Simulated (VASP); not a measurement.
# Mo2C3 (Pm-3m) in VASP: notebook

The runs below take Mo2C3 through single point, with PBE.

All numbers are computed with VASP 6.6.1; they aren't measurements. Logs are shortened: lines on timing, memory, paths and dates and some standing lists are left out, and cuts for length are marked.

## Step 1: The cell of the first run

It takes space group Pm-3m (No. 221, cubic). The conventional cell has a = 3.957 Å, b = 3.957 Å, c = 3.957 Å, α = 90.00°, β = 90.00°, γ = 90.00°. Mo (site symmetry m-3m) has 6 C at 1.98 Å within 2.6 Å. Within 3.7 Å of Mo (site symmetry m-3m) lie 12 C at 2.80 Å and 8 Mo at 3.43 Å. Within 2.6 Å of C (site symmetry 4/mmm) lie 2 Mo at 1.98 Å.

## Step 2: Single point, PBE

INCAR

```
PREC = Accurate
ENCUT = 520
EDIFF = 1E-6
ISMEAR = 0
SIGMA = 0.1
LREAL = F
LASPH = T
NELM = 100
ALGO = Normal
ISIF = 2
LWAVE = F
LCHARG = T
GGA = PE
LELF = T
LVHAR = T
NBANDS = 28
```

KPOINTS

```
regular mesh
0
Gamma
  4 4 4
```

POSCAR

```
Mo2C3
1.0
    3.9572687888      0.0000000000      0.0000000000
    0.0000000000      3.9572687888      0.0000000000
    0.0000000000      0.0000000000      3.9572687888
Mo C
2 3
Direct
    0.5000000000      0.5000000000      0.5000000000
    0.0000000000      0.0000000000      0.0000000000
    0.0000000000      0.5000000000      0.5000000000
    0.5000000000      0.0000000000      0.5000000000
    0.5000000000      0.5000000000      0.0000000000
```

Potentials or basis: VASP PAW PBE potentials, release 64 (Mo_sv, C).

Run with:

```bash
> cat potpaw_PBE.64/Mo_sv/POTCAR potpaw_PBE.64/C/POTCAR > POTCAR
> mpirun -np 1 vasp_std > vasp.out
```

OUTCAR:

```text
PREC = Accurate
   ENCUT = 520
   EDIFF = 1E-6
   ISMEAR = 0
   LREAL = F
   LASPH = T
   NELM = 100
   ISIF = 2
   GGA = PE

 ion  position               nearest neighbor table
   1  0.500  0.500  0.500-   3 1.98   4 1.98   5 1.98   5 1.98   4 1.98   3 1.98   2 3.43   2 3.43
                             2 3.43   2 3.43   2 3.43   2 3.43   2 3.43   2 3.43
   2  0.000  0.000  0.000-   1 3.43   1 3.43   1 3.43   1 3.43   1 3.43   1 3.43   1 3.43   1 3.43

   3  0.000  0.500  0.500-   1 1.98   1 1.98
   4  0.500  0.000  0.500-   1 1.98   1 1.98
   5  0.500  0.500  0.000-   1 1.98   1 1.98

  LATTYP: Found a simple cubic cell.
 ALAT       =     3.9572687888

  Lattice vectors:

 A1 = (   3.9572687888,   0.0000000000,   0.0000000000)
 A2 = (   0.0000000000,   3.9572687888,   0.0000000000)
 A3 = (   0.0000000000,   0.0000000000,   3.9572687888)

Analysis of symmetry for initial positions (statically):
=====================================================================
 Subroutine PRICEL returns:
 Original cell was already a primitive cell.

 Routine SETGRP: Setting up the symmetry group for a
 simple cubic supercell.

 Subroutine GETGRP returns: Found 48 space group operations
 (whereof 48 operations were pure point group operations)
 out of a pool of 48 trial point group operations.

The static configuration has the point symmetry O_h .

Analysis of symmetry for dynamics (positions and initial velocities):
=====================================================================
 Subroutine PRICEL returns:
 Original cell was already a primitive cell.

 Routine SETGRP: Setting up the symmetry group for a
 simple cubic supercell.

 Subroutine GETGRP returns: Found 48 space group operations
 (whereof 48 operations were pure point group operations)
 out of a pool of 48 trial point group operations.

The dynamic configuration has the point symmetry O_h .

 Subroutine INISYM returns: Found 48 space group operations
 (whereof 48 operations are pure point group operations),
 and found     1 'primitive' translations

----------------------------------------------------------------------------------------

                                     Primitive cell

  volume of cell :      61.9707

  direct lattice vectors                    reciprocal lattice vectors
     3.957268789  0.000000000  0.000000000     0.252699539  0.000000000  0.000000000
     0.000000000  3.957268789  0.000000000     0.000000000  0.252699539  0.000000000
     0.000000000  0.000000000  3.957268789     0.000000000  0.000000000  0.252699539

  length of vectors
     3.957268789  3.957268789  3.957268789     0.252699539  0.252699539  0.252699539

  position of ions in fractional coordinates (direct lattice)
     0.500000000  0.500000000  0.500000000
     0.000000000  0.000000000  0.000000000
     0.000000000  0.500000000  0.500000000
     0.500000000  0.000000000  0.500000000
     0.500000000  0.500000000  0.000000000

  ion indices of the primitive-cell ions
   primitive index   ion index
                 1           1
                 2           2
                 3           3
                 4           4
                 5           5

----------------------------------------------------------------------------------------

 KPOINTS: regular mesh

Automatic generation of k-mesh.
 Grid dimensions read from file:
 generate k-points for:    4    4    4

 Generating k-lattice:

  Cartesian coordinates                     Fractional coordinates (reciprocal lattice)
     0.063174885  0.000000000  0.000000000     0.250000000  0.000000000  0.000000000
     0.000000000  0.063174885  0.000000000     0.000000000  0.250000000  0.000000000
     0.000000000  0.000000000  0.063174885     0.000000000  0.000000000  0.250000000

  Length of vectors
     0.063174885  0.063174885  0.063174885

  Shift w.r.t. Gamma in fractional coordinates (k-lattice)
     0.000000000  0.000000000  0.000000000

 Subroutine IBZKPT returns following result:
 ===========================================

 Found     10 irreducible k-points:

 Following reciprocal coordinates:
            Coordinates               Weight
  0.000000  0.000000  0.000000      1.000000
  0.250000  0.000000  0.000000      6.000000
  0.500000  0.000000  0.000000      3.000000
  0.250000  0.250000  0.000000     12.000000
  0.500000  0.250000  0.000000     12.000000
  0.500000  0.500000  0.000000      3.000000
  0.250000  0.250000  0.250000      8.000000
  0.500000  0.250000  0.250000     12.000000
  0.500000  0.500000  0.250000      6.000000
  0.500000  0.500000  0.500000      1.000000
   k-points           NKPTS =     10   k-points in BZ     NKDIM =     10   number of bands    NBANDS=     28
   number of dos      NEDOS =    301   number of ions     NIONS =      5
   total plane-waves  NPLWV =  27000
   dimension x,y,z NGX =    30 NGY =   30 NGZ =   30
   dimension x,y,z NGXF=    60 NGYF=   60 NGZF=   60
   ions per type =               2   3
   NGX,Y,Z   is equivalent  to a cutoff of  12.60, 12.60, 12.60 a.u.
   NGXF,Y,Z  is equivalent  to a cutoff of  25.21, 25.21, 25.21 a.u.
 SYSTEM =  unknown system
   PREC   = accura    normal or accurate (medium, high low for compatibility)
   ISTART =      0    job   : 0-new  1-cont  2-samecut
   ICHARG =      2    charge: 1-file 2-atom 10-const
   ISPIN  =      1    spin polarized calculation?
   LNONCOLLINEAR =      F non collinear calculations
   LSORBIT =      F    spin-orbit coupling
   LASPH  =      T    aspherical Exc in radial PAW
   ENCUT  =  520.0 eV  38.22 Ry    6.18 a.u.   7.36  7.36  7.36*2*pi/ulx,y,z
   NELM   =    100;   NELMIN=  2; NELMDL= -5     # of ELM steps
   EDIFF  = 0.1E-05   stopping-criterion for ELM
   LREAL  =      F    real-space projection
[... 7 lines left out ...]
   TEBEG  =    0.0;   TEEND  =   0.0 temperature during run
   PSTRESS=    0.0 pullay stress
   NELECT =      40.0000    total number of electrons
   NUPDOWN=      -1.0000    fix difference up-down
   EMIN   =  10.00;   EMAX   =-10.00  energy-range for DOS
   EFERMI =   0.00;   METHOD = LEGACY
   ISMEAR =     0;   SIGMA  =   0.10  broadening in eV -4-tet -1-fermi 0-gaus
   EFERMI_NEDOS =   21; number of points for ismear=-14 and -15
   IALGO  =     38    algorithm
   IMIX   =      4    mixing-type and parameters
     AMIX     =   0.40;   BMIX     =  1.00
     AMIX_MAG =   1.60;   BMIX_MAG =  1.00
  volume/ion in A,a.u.               =      12.39        83.64
  Fermi-wavevector in a.u.,A,eV,Ry     =   1.414814  2.673610 27.234755  2.001698
  Thomas-Fermi vector in A             =   2.536317
   LORBIT       =      0    0 simple, 1 ext, 2 COOP (PROOUT), +10 PAW based schemes
   GGA     = PE    functional components
   LHFCALC =     F    Hartree Fock is set to
   AEXX    =    0.0000 exact exchange contribution
   IVDW    =     0    specifies the selected vdW correction
   LEPSILON=     F    determine dielectric tensor
   LRPA    =     F    only Hartree local field effects (RPA)
 non-spin polarized calculation
 Gauss-broadening in eV      SIGMA  =   0.10
  energy-cutoff  :      520.00
  volume of cell :       61.97
 maximum number of plane-waves:      1743
 NGX is ok and might be reduce to    30
   NGX = 15   NGY = 15   NGZ = 15

 number of electron      40.0000009 magnetization

 Free energy of the ion-electron system (eV)
  ---------------------------------------------------
  ext. energy  EPLUGINS =         0.00000000
  ---------------------------------------------------
  free energy    TOTEN  =       -38.95785170 eV

  energy without entropy =      -38.91850980  energy(sigma->0) =      -38.93818075

 E-fermi :   8.0316     XC(G=0): -11.9951

 val. band max:        8.0259615522   @ k =   0.5000   0.5000   0.2500
 cond. band min:       8.0415601812   @ k =   0.2500   0.2500   0.2500
 fundamental gap:      0.0155986289
 Fermi energy:         8.0315554455

 k-point     1 :       0.0000    0.0000    0.0000
  band No.  band energies     occupation
      1     -53.7221      2.00000
      2     -52.8496      2.00000
      3     -27.7160      2.00000
      4     -27.7160      2.00000
      5     -27.7160      2.00000
      6     -27.1302      2.00000
[... 20 lines left out ...]
     27       9.8266      0.00000
     28       9.8266      0.00000

 k-point     2 :       0.2500    0.0000    0.0000
  band No.  band energies     occupation
      1     -53.7216      2.00000
      2     -52.8496      2.00000
      3     -27.7227      2.00000
      4     -27.7123      2.00000
      5     -27.7123      2.00000
      6     -27.1451      2.00000
[... 20 lines left out ...]
     27      10.9478      0.00000
     28      10.9478      0.00000

 k-point     3 :       0.5000    0.0000    0.0000
  band No.  band energies     occupation
      1     -53.7211      2.00000
      2     -52.8496      2.00000
      3     -27.7293      2.00000
      4     -27.7086      2.00000
      5     -27.7086      2.00000
      6     -27.1600      2.00000
[... 20 lines left out ...]
     27      12.2946      0.00000
     28      12.2946      0.00000

 k-point     4 :       0.2500    0.2500    0.0000
  band No.  band energies     occupation
      1     -53.7212      2.00000
      2     -52.8496      2.00000
      3     -27.7273      2.00000
      4     -27.7193      2.00000
      5     -27.7100      2.00000
      6     -27.1462      2.00000
[... 20 lines left out ...]
     27      11.3278      0.00000
     28      11.3810      0.00000

 k-point     5 :       0.5000    0.2500    0.0000
  band No.  band energies     occupation
      1     -53.7208      2.00000
      2     -52.8495      2.00000
      3     -27.7341      2.00000
      4     -27.7240      2.00000
      5     -27.7077      2.00000
      6     -27.1514      2.00000
[... 20 lines left out ...]
     27      12.1142      0.00000
     28      12.5315      0.00000

 k-point     6 :       0.5000    0.5000    0.0000
  band No.  band energies     occupation
      1     -53.7205      2.00000
      2     -52.8494      2.00000
      3     -27.7390      2.00000
      4     -27.7390      2.00000
      5     -27.7068      2.00000
      6     -27.1431      2.00000
[... 20 lines left out ...]
     27      12.9452      0.00000
     28      12.9452      0.00000

 k-point     7 :       0.2500    0.2500    0.2500
  band No.  band energies     occupation
      1     -53.7208      2.00000
      2     -52.8495      2.00000
      3     -27.7221      2.00000
      4     -27.7221      2.00000
      5     -27.7207      2.00000
      6     -27.1419      2.00000
[... 20 lines left out ...]
     27      11.6111      0.00000
     28      11.6111      0.00000

 k-point     8 :       0.5000    0.2500    0.2500
  band No.  band energies     occupation
      1     -53.7205      2.00000
      2     -52.8494      2.00000
      3     -27.7331      2.00000
      4     -27.7231      2.00000
      5     -27.7169      2.00000
      6     -27.1494      2.00000
[... 20 lines left out ...]
     27      11.8784      0.00000
     28      12.3118      0.00000

 k-point     9 :       0.5000    0.5000    0.2500
  band No.  band energies     occupation
      1     -53.7202      2.00000
      2     -52.8493      2.00000
      3     -27.7322      2.00000
      4     -27.7322      2.00000
      5     -27.7160      2.00000
      6     -27.1476      2.00000
[... 20 lines left out ...]
     27      12.2005      0.00000
     28      12.2005      0.00000

 k-point    10 :       0.5000    0.5000    0.5000
  band No.  band energies     occupation
      1     -53.7198      2.00000
      2     -52.8492      2.00000
      3     -27.7253      2.00000
      4     -27.7253      2.00000
      5     -27.7253      2.00000
      6     -27.1522      2.00000
[... 20 lines left out ...]
     27      12.1374      0.00000
     28      12.1374      0.00000

------------------------ aborting loop because EDIFF is reached ----------------------------------------

  FORCE on cell =-STRESS in cart. coord.  units (eV):
  Direction    XX          YY          ZZ          XY          YZ          ZX
  --------------------------------------------------------------------------------------
  -------------------------------------------------------------------------------------
  Total       -0.0896144     -0.0896144     -0.0896144     -0.0000000      0.0000000      0.0000000
  in kB       -2.3168695     -2.3168695     -2.3168695     -0.0000000      0.0000000      0.0000000
  external PRESSURE =      -2.3168695 kB  Pullay stress =       0.0000000 kB

 VOLUME and BASIS-vectors are now :
 -----------------------------------------------------------------------------
  energy-cutoff  :      520.00
  volume of cell :       61.97
      direct lattice vectors                 reciprocal lattice vectors
     3.957268789  0.000000000  0.000000000     0.252699539  0.000000000  0.000000000
     0.000000000  3.957268789  0.000000000     0.000000000  0.252699539  0.000000000
     0.000000000  0.000000000  3.957268789     0.000000000  0.000000000  0.252699539

 POSITION                                       TOTAL-FORCE (eV/Angst)
 -----------------------------------------------------------------------------------
      1.97863      1.97863      1.97863         0.000000      0.000000      0.000000
      0.00000      0.00000      0.00000         0.000000      0.000000      0.000000
      0.00000      1.97863      1.97863         0.000000      0.000000      0.000000
      1.97863      0.00000      1.97863         0.000000      0.000000      0.000000
      1.97863      1.97863      0.00000         0.000000      0.000000      0.000000
 -----------------------------------------------------------------------------------
    total drift:                                0.000000      0.000000     -0.000000

  FREE ENERGIE OF THE ION-ELECTRON SYSTEM (eV)
  ---------------------------------------------------
  free  energy   TOTEN  =       -38.9578516981 eV

  energy  without entropy=      -38.9185097965  energy(sigma->0) =      -38.93818075
```

Wall time 28 s (1 thread of AMD EPYC 7R43 (Zen 3), shared host); peak memory 0.13 GiB.

What came out:

```
Free energy            : -38.9579 eV
Pressure               : -0.2 GPa
Band gap on the k mesh : zero (band 20 reaches 8.55 eV, above the bottom of band 21 at 7.97 eV)
```

Levels at points of the mesh, in eV from the Fermi level:
| k point | band 16 | band 17 | band 18 | band 19 | band 20 | band 21 | band 22 | band 23 | band 24 | band 25 |
| --- | --- | --- | --- | --- | --- | --- | --- | --- | --- | --- |
| (0.00, 0.00, 0.00) | -1.45 | -1.45 | -0.84 | -0.84 | 0.15 | 0.15 | 0.15 | 0.84 | 0.84 | 0.84 |
| (0.50, 0.00, 0.00) | -3.19 | -3.09 | -2.00 | -0.49 | -0.32 | 0.26 | 1.01 | 1.01 | 2.72 | 2.86 |
| (0.50, 0.50, 0.00) | -4.27 | -1.09 | -1.09 | -0.22 | -0.11 | 0.12 | 0.67 | 1.10 | 1.10 | 3.19 |
| (0.50, 0.50, 0.50) | -5.25 | -4.62 | 0.27 | 0.27 | 0.52 | 0.52 | 0.52 | 2.39 | 2.39 | 2.39 |

Caveat: the k points lie up to 0.40 Å⁻¹ apart.

## Step 3: Single point, PBE

This run uses another cell than the first one, of 33.51 Å³/atom, 2.704 times its volume.

INCAR

```
PREC     = Accurate       # precision mode
ENCUT    = 520            # plane-wave cutoff, eV
EDIFF    = 1E-6           # SCF threshold, eV
ISMEAR   = 0              # smearing method
SIGMA    = 0.1            # smearing width, eV
LREAL    = F              # projectors in reciprocal space
LASPH    = T              # aspherical terms in the spheres
NELM     = 60             # most SCF steps
ALGO     = Normal         # electronic algorithm
ISIF     = 2              # what is computed and relaxed
LWAVE    = F              # write WAVECAR
LCHARG   = F              # write CHGCAR
GGA      = PE             # functional
NBANDS   = 28             # bands
```

KPOINTS is that of step 2.

Edit POSCAR of step 2 so:

```diff
@@ -2,5 +2,5 @@
 1.0
-    3.9572687888      0.0000000000      0.0000000000
-    0.0000000000      3.9572687888      0.0000000000
-    0.0000000000      0.0000000000      3.9572687888
+    5.5128686100      0.0000000000      0.0000000000
+    0.0000000000      5.5128686100      0.0000000000
+    0.0000000000      0.0000000000      5.5128686100
 Mo C
```

Potentials or basis: VASP PAW PBE potentials, release 64 (Mo_sv, C).

Run with:

```bash
> cat potpaw_PBE.64/Mo_sv/POTCAR potpaw_PBE.64/C/POTCAR > POTCAR
> mpirun -np 1 vasp_std > vasp.out
```

It took 1.9 min on 1 thread of AMD EPYC 7R43 (Zen 3), shared host; peak memory 0.22 GiB.

The run converged. Its results:

```yaml
Free_energy: -21.3328 eV
Pressure: -20.6 GPa
Band_gap_on_the_k_mesh: zero (band 20 reaches 0.13 eV, above the bottom of band 21 at -0.05 eV)
```

Levels at points of the mesh, in eV from the Fermi level:
```tsv
k point	band 18	band 19	band 20	band 21	band 22	band 23
(0.00, 0.00, 0.00)	-0.11	-0.11	0.16	0.16	0.16	0.50
(0.50, 0.00, 0.00)	-0.50	-0.07	0.01	0.02	0.09	0.09
(0.50, 0.50, 0.00)	-0.06	-0.06	-0.01	0.01	0.05	0.19
(0.50, 0.50, 0.50)	0.00	0.00	0.00	0.07	0.07	0.99
```

## Step 4: Single point, PBE, collinear spin, ferromagnetic start

INCAR

```
ALGO     = Normal         # electronic algorithm
EDIFF    = 1E-6           # SCF threshold, eV
ENCUT    = 520            # plane-wave cutoff, eV
GGA      = PE             # functional
ISIF     = 2              # what is computed and relaxed
ISMEAR   = 0              # smearing method
ISPIN    = 2              # spin polarisation
LASPH    = T              # aspherical terms in the spheres
LCHARG   = F              # write CHGCAR
LMAXMIX  = 4              # l up to which the mixer works
LORBIT   = 11             # projections on sites
LREAL    = F              # projectors in reciprocal space
LWAVE    = F              # write WAVECAR
MAGMOM   = 1 1 0 0 0      # initial moments
NBANDS   = 32             # bands
NELM     = 150            # most SCF steps
PREC     = Accurate       # precision mode
SIGMA    = 0.1            # smearing width, eV
```

KPOINTS

```
k-points
0
Gamma
  4 4 4
```

Edit POSCAR of step 3 so:

```diff
@@ -2,5 +2,5 @@
 1.0
-    5.5128686100      0.0000000000      0.0000000000
-    0.0000000000      5.5128686100      0.0000000000
-    0.0000000000      0.0000000000      5.5128686100
+    3.9572687888      0.0000000000      0.0000000000
+    0.0000000000      3.9572687888      0.0000000000
+    0.0000000000      0.0000000000      3.9572687888
 Mo C
```

Run with:

```bash
> cat potpaw_PBE.64/Mo_sv/POTCAR potpaw_PBE.64/C/POTCAR > POTCAR
> mpirun -np 1 vasp_std > vasp.out
```

Run time: 80 s. Hardware: 1 thread of AMD EPYC 7R43 (Zen 3), shared host; peak memory 0.15 GiB.

It converged, with:

| Property | Result |
| --- | --- |
| Free energy | -38.9579 eV |
| Pressure | -0.2 GPa |
| Band gap on the k mesh | zero (filled and empty bands overlap) |
| Net moment | 0.00 μB per cell |
| Valence electrons inside the program's atomic spheres | Mo 13.07, 11.80; C 2.30 |

Levels at points of the mesh, in eV from the Fermi level:
Spin up:
```tsv
k point	band 17	band 18	band 19	band 20	band 21	band 22	band 23	band 24
(0.00, 0.00, 0.00)	-1.45	-0.84	-0.84	0.15	0.15	0.15	0.84	0.84
(0.50, 0.00, 0.00)	-3.09	-2.00	-0.49	-0.32	0.26	1.01	1.01	2.72
(0.50, 0.50, 0.00)	-1.09	-1.09	-0.22	-0.11	0.12	0.67	1.10	1.10
(0.50, 0.50, 0.50)	-4.62	0.27	0.27	0.52	0.52	0.52	2.39	2.39
```
Spin down:
| k point | band 17 | band 18 | band 19 | band 20 | band 21 | band 22 | band 23 | band 24 |
| --- | --- | --- | --- | --- | --- | --- | --- | --- |
| (0.00, 0.00, 0.00) | -1.45 | -0.84 | -0.84 | 0.15 | 0.15 | 0.15 | 0.84 | 0.84 |
| (0.50, 0.00, 0.00) | -3.09 | -2.00 | -0.49 | -0.32 | 0.26 | 1.01 | 1.01 | 2.72 |
| (0.50, 0.50, 0.00) | -1.09 | -1.09 | -0.22 | -0.11 | 0.12 | 0.67 | 1.10 | 1.10 |
| (0.50, 0.50, 0.50) | -4.62 | 0.27 | 0.27 | 0.52 | 0.52 | 0.52 | 2.39 | 2.39 |

Caveat: the k points lie up to 0.40 Å⁻¹ apart.

## Step 5: The runs side by side

```tsv
spin	cell	gap on the mesh (eV)	pressure (GPa)
off	a = 3.957 Å, 5 atoms	none	-0.2
off	a = 5.513 Å, 5 atoms	none	-20.6
collinear, ferromagnetic start	a = 3.957 Å, 5 atoms	none	-0.2
```

Alike in all rows: task single point; level PBE; potentials or basis VASP PAW PBE potentials, release 64 (Mo_sv, C); k mesh 4 × 4 × 4; cutoff (eV) 520; smearing gaussian 0.1 eV.

Caveats: some runs use coarse meshes.

Absolute energies hang on the potentials; compare differences alone.
